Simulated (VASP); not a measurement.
# AlH4 (Im-3m) in VASP: notebook, part 2 of 2

VASP 6.6.1. Earlier steps stand in the parts before.

## (4) Relaxation of cell and atoms, PBE

This run uses another cell than the first one, of 9.12 Å³/atom, 1.275 times its volume.

INCAR

```
SYSTEM = AlH4
PREC = Accurate
ENCUT = 600
EDIFF = 1E-6
ISMEAR = 0
SIGMA = 0.1
LREAL = .FALSE.
LASPH = .TRUE.
NELM = 80
ALGO = Normal
ISIF = 3
LWAVE = .FALSE.
LCHARG = .FALSE.
GGA = PE
IBRION = 2
NSW = 90
EDIFFG = -0.04
```

KPOINTS

```
regular mesh
0
G
  6 6 6
  0 0 0
```

POSCAR

```
AlH4
1.0
   -2.2505692000      2.2505692000      2.2505692000
    2.2505692000     -2.2505692000      2.2505692000
    2.2505692000      2.2505692000     -2.2505692000
Al H
1 4
Direct
    0.0000000000      0.0000000000      0.0000000000
    0.0000000000      0.0000000000      0.5000000000
    0.0000000000      0.5000000000      0.0000000000
    0.5000000000      0.0000000000      0.0000000000
    0.5000000000      0.5000000000      0.5000000000
```

Potentials or basis: VASP PAW PBE potentials, release 64 (Al, H).

On the command line:

```console
$ cat potpaw_PBE.64/Al/POTCAR potpaw_PBE.64/H/POTCAR > POTCAR
$ mpirun -np 1 vasp_std > vasp.out
```

OUTCAR:

```text
SYSTEM = AlH4
   PREC = Accurate
   ENCUT = 600
   EDIFF = 1E-6
   ISMEAR = 0
   LREAL = .FALSE.
   LASPH = .TRUE.
   NELM = 80
   ISIF = 3
   GGA = PE
   IBRION = 2
   NSW = 90
   EDIFFG = -0.04

 ion  position               nearest neighbor table
   1  0.000  0.000  0.000-   2 1.95   3 1.95   4 1.95   5 1.95   2 1.95   3 1.95   4 1.95   5 1.95

   2  0.000  0.000  0.500-   1 1.95   1 1.95
   3  0.000  0.500  0.000-   1 1.95   1 1.95
   4  0.500  0.000  0.000-   1 1.95   1 1.95
   5  0.500  0.500  0.500-   1 1.95   1 1.95

  LATTYP: Found a body centered cubic cell.
 ALAT       =     4.5011384000

  Lattice vectors:

 A1 = (  -2.2505692000,   2.2505692000,   2.2505692000)
 A2 = (   2.2505692000,  -2.2505692000,   2.2505692000)
 A3 = (   2.2505692000,   2.2505692000,  -2.2505692000)

Analysis of symmetry for initial positions (statically):
=====================================================================
 Subroutine PRICEL returns:
 Original cell was already a primitive cell.

 Routine SETGRP: Setting up the symmetry group for a
 body centered cubic supercell.

 Subroutine GETGRP returns: Found 48 space group operations
 (whereof 48 operations were pure point group operations)
 out of a pool of 48 trial point group operations.
[... 164 lines left out ...]

  FORCE on cell =-STRESS in cart. coord.  units (eV):
  Direction    XX          YY          ZZ          XY          YZ          ZX
  --------------------------------------------------------------------------------------
  -------------------------------------------------------------------------------------
  Total       -3.3336605     -3.3336605     -3.3336605      0.0000000     -0.0000000      0.0000000
  in kB     -117.1372034   -117.1372034   -117.1372034      0.0000000     -0.0000000      0.0000000
  external PRESSURE =    -117.1372034 kB  Pullay stress =       0.0000000 kB
[... 65 lines left out ...]
--------------------------------------- Ionic step        3  -------------------------------------------

 number of electron       7.0000002 magnetization

 E-fermi :   1.8467     XC(G=0):  -9.0939

 val. band max:        1.8233662933   @ k =   0.1667   0.1667   0.0000
 cond. band min:       2.0142956267   @ k =   0.1667   0.0000   0.0000
 fundamental gap:      0.1909293334
 Fermi energy:         1.8467310403

 k-point     1 :       0.0000    0.0000    0.0000
  band No.  band energies     occupation
      1      -8.2088      2.00000
      2       2.2943      0.00000
      3       2.2943      0.00000
      4       2.2943      0.00000
      5       7.7873      0.00000
      6       7.7873      0.00000
      7       7.7873      0.00000
[... 186 lines left out ...]
--------------------------------------- Ionic step        4  -------------------------------------------

 number of electron       7.0000001 magnetization

 Free energy of the ion-electron system (eV)
  ---------------------------------------------------
  ext. energy  EPLUGINS =         0.00000000
  ---------------------------------------------------
  free energy    TOTEN  =       -15.12467700 eV

  energy without entropy =      -15.11813753  energy(sigma->0) =      -15.12140726

 E-fermi :   2.1056     XC(G=0):  -9.2248

 val. band max:        2.0815936668   @ k =   0.1667   0.1667   0.0000
 cond. band min:       2.2751681349   @ k =   0.1667   0.0000   0.0000
 fundamental gap:      0.1935744680
 Fermi energy:         2.1056074242

 k-point     1 :       0.0000    0.0000    0.0000
  band No.  band energies     occupation
      1      -8.2115      2.00000
      2       2.5699      0.00000
      3       2.5699      0.00000
      4       2.5699      0.00000
      5       8.2339      0.00000
      6       8.2339      0.00000
      7       8.2339      0.00000
[... 180 lines left out ...]
  FREE ENERGIE OF THE ION-ELECTRON SYSTEM (eV)
  ---------------------------------------------------
  free  energy   TOTEN  =       -15.1246770011 eV

  energy  without entropy=      -15.1181375278  energy(sigma->0) =      -15.12140726

 reached required accuracy - stopping structural energy minimisation
```

OSZICAR:

```text
N       E                     dE             d eps       ncg     rms          rms(c)
DAV:   1     0.260329483484E+01    0.26033E+01   -0.26563E+03   224   0.764E+02
DAV:   2    -0.145870494780E+02   -0.17190E+02   -0.15281E+02   301   0.822E+01
DAV:   3    -0.150564426542E+02   -0.46939E+00   -0.46873E+00   301   0.200E+01
[... 29 lines left out ...]
DAV:   2    -0.151250225846E+02    0.51197E-03   -0.11142E-03   252   0.315E-01    0.119E-01
DAV:   3    -0.151247071861E+02    0.31540E-03   -0.20967E-04   231   0.109E-01    0.436E-02
DAV:   4    -0.151246751471E+02    0.32039E-04   -0.40661E-05   273   0.512E-02    0.197E-02
DAV:   5    -0.151246770332E+02   -0.18861E-05   -0.21804E-06   231   0.149E-02    0.224E-03
DAV:   6    -0.151246770011E+02    0.32109E-07   -0.24637E-08   112   0.156E-03
   4 F= -.15124677E+02 E0= -.15121407E+02  d E =-.446719E+00
```

CONTCAR:

```text
AlH4
   1.00000000000000
    -2.0713293609775052    2.0713293609775052    2.0713293609775052
     2.0713293609775052   -2.0713293609775052    2.0713293609775052
     2.0713293609775052    2.0713293609775052   -2.0713293609775052
  Al              H
     1     4
Direct
     0.0000000000000000    1.0000000000000000    1.0000000000000000
     1.0000000000000000    1.0000000000000000    0.5000000000000000
     0.0000000000000000    0.5000000000000000    0.0000000000000000
     0.5000000000000000    0.0000000000000000    0.0000000000000000
     0.5000000000000000    0.5000000000000000    0.5000000000000000

  0.00000000E+00  0.00000000E+00  0.00000000E+00
  0.00000000E+00  0.00000000E+00  0.00000000E+00
  0.00000000E+00  0.00000000E+00  0.00000000E+00
  0.00000000E+00  0.00000000E+00  0.00000000E+00
  0.00000000E+00  0.00000000E+00  0.00000000E+00
```

Wall time 38 s (1 thread of Intel Xeon 8259CL, shared host); peak memory 0.17 GiB.

Results:

- Free energy: -15.1247 eV
- Relaxed volume: 7.11 Å³/atom
- Relaxed cell: a = 3.588 Å, b = 3.588 Å, c = 3.588 Å, α = 109.47°, β = 109.47°, γ = 109.47°
- Space group after relaxing (to 0.05 Å): Im-3m (No. 229)
- Energy gained by relaxing: 89.3 meV/atom
- Ionic steps: 4
- Pressure after relaxing: 0.4 GPa

Step by step:
```csv
step,energy change (eV),largest force (eV/Å),pressure (GPa),volume (Å³)
1,0.0000,0.0000,-11.71,45.60
2,-0.2763,0.0000,-8.71,41.34
3,-0.4379,0.0000,-2.38,36.91
4,-0.4467,0.0000,0.37,35.55
```

Final structure:
```yaml
crystal:
  lattice:
    - [-2.07133, 2.07133, 2.07133]
    - [2.07133, -2.07133, 2.07133]
    - [2.07133, 2.07133, -2.07133]
  atoms:
    - { symbol: Al, position: [0.00000, 0.00000, 0.00000] }
    - { symbol: H, position: [0.00000, 0.00000, 0.50000] }
    - { symbol: H, position: [0.00000, 0.50000, 0.00000] }
    - { symbol: H, position: [0.50000, 0.00000, 0.00000] }
    - { symbol: H, position: [0.50000, 0.50000, 0.50000] }
```

Caveat: the volume moved by over 15 % at a fixed basis, so the end points are rough.

## (5) Single point, PBE

This run uses another cell than the first one, of 7.17 Å³/atom, 1.002 times its volume.

INCAR

```
SYSTEM = AlH4
PREC     = Accurate       ! precision mode
ENCUT    = 520            ! plane-wave cutoff, eV
EDIFF    = 1E-7           ! SCF threshold, eV
ISMEAR   = 0              ! smearing method
SIGMA    = 0.1            ! smearing width, eV
LREAL    = .False.        ! projectors in reciprocal space
LASPH    = .True.         ! aspherical terms in the spheres
NELM     = 80             ! most SCF steps
ALGO     = Normal         ! electronic algorithm
ISIF     = 2              ! what is computed and relaxed
LWAVE    = .False.        ! write WAVECAR
LCHARG   = .False.        ! write CHGCAR
GGA      = PE             ! functional
NBANDS   = 12             ! bands
```

KPOINTS

```
Automatic mesh
0
Gamma
  12 12 12
  0 0 0
```

POSCAR, as its differences from that of step 4:

```diff
@@ -2,5 +2,5 @@
 1.0
-   -2.2505692000      2.2505692000      2.2505692000
-    2.2505692000     -2.2505692000      2.2505692000
-    2.2505692000      2.2505692000     -2.2505692000
+   -2.0768908692      2.0768908692      2.0768908692
+    2.0768908692     -2.0768908692      2.0768908692
+    2.0768908692      2.0768908692     -2.0768908692
 Al H
```

Potentials or basis: VASP PAW PBE potentials, release 64 (Al, H).

On the command line:

```console
$ cat potpaw_PBE.64/Al/POTCAR potpaw_PBE.64/H/POTCAR > POTCAR
$ mpirun -np 1 vasp_std > vasp.out
```

OUTCAR:

```text
SYSTEM = AlH4
   PREC = Accurate
   ENCUT = 520
   EDIFF = 1E-7
   ISMEAR = 0
   LREAL = .False.
   LASPH = .True.
   NELM = 80
   ISIF = 2
   GGA = PE

 ion  position               nearest neighbor table
   1  0.000  0.000  0.000-   2 1.80   3 1.80   4 1.80   5 1.80   2 1.80   3 1.80   4 1.80   5 1.80

   2  0.000  0.000  0.500-   1 1.80   1 1.80
   3  0.000  0.500  0.000-   1 1.80   1 1.80
   4  0.500  0.000  0.000-   1 1.80   1 1.80
   5  0.500  0.500  0.500-   1 1.80   1 1.80

  LATTYP: Found a body centered cubic cell.
 ALAT       =     4.1537817384

  Lattice vectors:

 A1 = (  -2.0768908692,   2.0768908692,   2.0768908692)
 A2 = (   2.0768908692,  -2.0768908692,   2.0768908692)
 A3 = (   2.0768908692,   2.0768908692,  -2.0768908692)

Analysis of symmetry for initial positions (statically):
=====================================================================
 Subroutine PRICEL returns:
 Original cell was already a primitive cell.

 Routine SETGRP: Setting up the symmetry group for a
 body centered cubic supercell.

 Subroutine GETGRP returns: Found 48 space group operations
 (whereof 48 operations were pure point group operations)
[... 183 lines left out ...]
      5       8.1457      0.00000
      6       8.1457      0.00000
      7       8.1457      0.00000
      8      13.8683      0.00000
      9      13.8683      0.00000
     10      13.8683      0.00000
     11      14.1845      0.00000
     12      14.1845      0.00000
[... 331 lines left out ...]
 k-point    24 :       0.4167    0.0833    0.0833
  band No.  band energies     occupation
      1      -4.5828      2.00000
      2      -3.7019      2.00000
      3       0.0522      2.00000
      4       0.7083      2.00000
      5       8.3396      0.00000
      6       8.9695      0.00000
      7      12.2324      0.00000
      8      14.3978      0.00000
      9      15.3843      0.00000
     10      15.4881      0.00000
     11      15.7794      0.00000
     12      17.5016      0.00000

 [... further k-points ...]
[... 5 lines left out ...]
  --------------------------------------------------------------------------------------
  -------------------------------------------------------------------------------------
  Total       -0.0401386     -0.0401386     -0.0401386      0.0000000      0.0000000      0.0000000
  in kB       -1.7946151     -1.7946151     -1.7946151      0.0000000      0.0000000      0.0000000
  external PRESSURE =      -1.7946151 kB  Pullay stress =       0.0000000 kB

 VOLUME and BASIS-vectors are now :
 -----------------------------------------------------------------------------
  energy-cutoff  :      520.00
  volume of cell :       35.83
      direct lattice vectors                 reciprocal lattice vectors
    -2.076890869  2.076890869  2.076890869     0.000000000  0.240744474  0.240744474
     2.076890869 -2.076890869  2.076890869     0.240744474  0.000000000  0.240744474
     2.076890869  2.076890869 -2.076890869     0.240744474  0.240744474  0.000000000

 POSITION                                       TOTAL-FORCE (eV/Angst)
 -----------------------------------------------------------------------------------
      0.00000      0.00000      0.00000        -0.000000     -0.000000     -0.000000
      1.03845      1.03845     -1.03845         0.000000     -0.000000     -0.000000
      1.03845     -1.03845      1.03845        -0.000000     -0.000000      0.000000
     -1.03845      1.03845      1.03845        -0.000000      0.000000     -0.000000
      1.03845      1.03845      1.03845         0.000000      0.000000     -0.000000
 -----------------------------------------------------------------------------------
    total drift:                               -0.000000     -0.000000      0.000000

  FREE ENERGIE OF THE ION-ELECTRON SYSTEM (eV)
  ---------------------------------------------------
  free  energy   TOTEN  =       -15.1548503034 eV

  energy  without entropy=      -15.1514471771  energy(sigma->0) =      -15.15314874
```

OSZICAR:

```text
N       E                     dE             d eps       ncg     rms          rms(c)
DAV:   1    -0.293391688093E+01   -0.29339E+01   -0.23786E+03  1744   0.400E+02
DAV:   2    -0.150685126163E+02   -0.12135E+02   -0.11427E+02  2204   0.744E+01
DAV:   3    -0.155234226105E+02   -0.45491E+00   -0.45153E+00  2212   0.116E+01
DAV:   4    -0.155264479134E+02   -0.30253E-02   -0.30241E-02  1992   0.107E+00
DAV:   5    -0.155265005738E+02   -0.52660E-04   -0.52660E-04  2172   0.140E-01    0.451E+00
DAV:   6    -0.152462000099E+02    0.28030E+00   -0.14859E-01  2032   0.168E+00    0.244E+00
DAV:   7    -0.151514289516E+02    0.94771E-01   -0.23694E-01  2004   0.230E+00    0.357E-01
DAV:   8    -0.151548804360E+02   -0.34515E-02   -0.11113E-02  1944   0.579E-01    0.207E-01
DAV:   9    -0.151548248904E+02    0.55546E-04   -0.11615E-03  2132   0.150E-01    0.790E-02
DAV:  10    -0.151548528673E+02   -0.27977E-04   -0.20790E-04  1944   0.754E-02    0.152E-02
DAV:  11    -0.151548499555E+02    0.29118E-05   -0.19575E-05  2156   0.207E-02    0.304E-03
DAV:  12    -0.151548502026E+02   -0.24709E-06   -0.46550E-07  2052   0.431E-03    0.182E-03
DAV:  13    -0.151548503275E+02   -0.12484E-06   -0.13040E-07  2020   0.159E-03    0.155E-04
DAV:  14    -0.151548503034E+02    0.24105E-07   -0.37922E-09  1028   0.396E-04
   1 F= -.15154850E+02 E0= -.15153149E+02  d E =-.340313E-02
```

It took 62 s on 1 thread of Intel Xeon 8259CL, shared host; peak memory 0.16 GiB.

What came out:

```yaml
Free_energy: -15.1549 eV
Pressure: -0.2 GPa
```

Levels at points of the mesh, in eV from the Fermi level:
| k point | band 1 | band 2 | band 3 | band 4 | band 5 | band 6 | band 7 | band 8 | band 9 |
| --- | --- | --- | --- | --- | --- | --- | --- | --- | --- |
| (0.00, 0.00, 0.00) | -10.59 | 0.12 | 0.12 | 0.12 | 5.76 | 5.76 | 5.76 | 11.48 | 11.48 |
| (0.50, 0.00, 0.00) | -7.16 | -6.30 | -1.64 | -0.90 | 4.89 | 5.51 | 9.60 | 11.87 | 12.84 |
| (0.50, 0.50, 0.50) | -4.80 | -4.80 | -4.80 | -1.12 | 3.12 | 3.12 | 4.68 | 14.24 | 14.24 |

## (6) Relaxation of cell and atoms, PBE

INCAR

```
SYSTEM = AlH4
  PREC = Accurate
  ENCUT = 600
  EDIFF = 1E-6
  ISMEAR = 0
  SIGMA = 0.1
  LREAL = .False.
  LASPH = .True.
  NELM = 60
  ALGO = Normal
  ISIF = 3
  LWAVE = .False.
  LCHARG = .False.
  GGA = PE
  IBRION = 2
  NSW = 100
  EDIFFG = -0.01
```

KPOINTS

```
regular mesh
0
Gamma
  12 12 12
  0 0 0
```

POSCAR, as its differences from that of step 5:

```diff
@@ -2,5 +2,5 @@
 1.0
-   -2.0768908692      2.0768908692      2.0768908692
-    2.0768908692     -2.0768908692      2.0768908692
-    2.0768908692      2.0768908692     -2.0768908692
+   -2.0752576500      2.0752576500      2.0752576500
+    2.0752576500     -2.0752576500      2.0752576500
+    2.0752576500      2.0752576500     -2.0752576500
 Al H
```

Potentials or basis: VASP PAW PBE potentials, release 64 (Al, H).

On the command line:

```console
$ cat potpaw_PBE.64/Al/POTCAR potpaw_PBE.64/H/POTCAR > POTCAR
$ mpirun -np 1 vasp_std > vasp.out
```

Wall time 44 s (1 thread of Intel Xeon 8259CL, shared host); peak memory 0.17 GiB.

Results (log left out):

```yaml
Free_energy: -15.1560 eV
Pressure_after_relaxing: 0.1 GPa
```

Final structure:
```xyz
5
Lattice="-2.0753 2.0753 2.0753 2.0753 -2.0753 2.0753 2.0753 2.0753 -2.0753" Properties=species:S:1:pos:R:3 pbc="T T T"
Al    0.0000    0.0000    0.0000
H     1.0376    1.0376   -1.0376
H     1.0376   -1.0376    1.0376
H    -1.0376    1.0376    1.0376
H     1.0376    1.0376    1.0376
```

Levels at points of the mesh, in eV from the Fermi level:
```
           k point  band 1  band 2  band 3  band 4  band 5  band 6  band 7
(0.00, 0.00, 0.00)  -10.61    0.12    0.12    0.12    5.77    5.77    5.77
(0.50, 0.00, 0.00)   -7.18   -6.31   -1.64   -0.90    4.89    5.52    9.61
(0.50, 0.50, 0.50)   -4.81   -4.81   -4.81   -1.11    3.11    3.11    4.70
```

Caveat: the relaxation stopped at its first step, so nothing moved.

## (7) Overview

```csv
task,cell,k mesh,cutoff (eV),gap on the mesh (eV),pressure (GPa)
single point,"a = 3.594 Å, angles 109.5°, 5 atoms",6 × 6 × 6,520,none,-0.3
single point,"a = 3.898 Å, angles 109.5°, 5 atoms",6 × 6 × 6,520,none,-11.8
relaxation of cell and atoms,"relaxed from a = 3.898 Å, angles 109.5°, 5 atoms",6 × 6 × 6,600,none,0.4
single point,"a = 3.597 Å, angles 109.5°, 5 atoms",12 × 12 × 12,520,none,-0.2
relaxation of cell and atoms,"relaxed from a = 3.594 Å, angles 109.5°, 5 atoms",12 × 12 × 12,600,none,0.1
```

Alike in all rows: level PBE; potentials or basis VASP PAW PBE potentials, release 64 (Al, H); no spin polarisation; smearing gaussian 0.1 eV.

Caveats: the volume moved by over 15 % at a fixed basis, so the end points are rough (some runs); the relaxation stopped at its first step, so nothing moved (some runs).

Absolute energies hang on the potentials; compare differences alone.
